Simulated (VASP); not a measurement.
MgO, 2 atoms in the cell. Symmetry: I4/mmm, No. 139, tetragonal system. Conventional cell: a = 2.882 Å, b = 2.882 Å, c = 4.210 Å, α = 90.00°, β = 90.00°, γ = 90.00°. Mg (site symmetry 4/mmm) has 6 O at 2.04 to 2.11 Å within 2.7 Å. O (site symmetry 4/mmm) has 6 Mg at 2.04 to 2.11 Å within 2.7 Å.  This cell differs from its parent crystal: in-plane strain -0.02, then relaxed in part.

```yaml
Program: VASP 6.6.1
Task: single point
Functional: LDA
Potentials_or_basis: VASP PAW LDA potentials, release 64 (Mg_sv, O)
Cutoff: 750 eV
k_mesh: 10 × 10 × 10
Occupations: gaussian, width 0.01 eV
Spin: no spin polarisation
Dipole_correction: no
Mended: yes
Further_INCAR_settings: ALGO = Normal; EDIFF = 1e-06; NBANDS = 15
```

Potentials or basis: VASP PAW LDA potentials, release 64 (Mg_sv, O).

Launch:

```bash
$ cat potpaw_LDA.64/Mg_sv/POTCAR potpaw_LDA.64/O/POTCAR > POTCAR
$ mpirun -np 1 vasp_std > vasp.out
```

Hardware: 1 thread of AMD EPYC 7R43 64-Core Processor (Zen 3), with other jobs on the host.

Q: How long does it take, and how much memory?

A: Run time: 54 s on 1 thread of AMD EPYC 7R43 64-Core Processor (Zen 3), on a shared host, peak memory 0.13 GiB. Counts: scf iterations 12, k points 102.
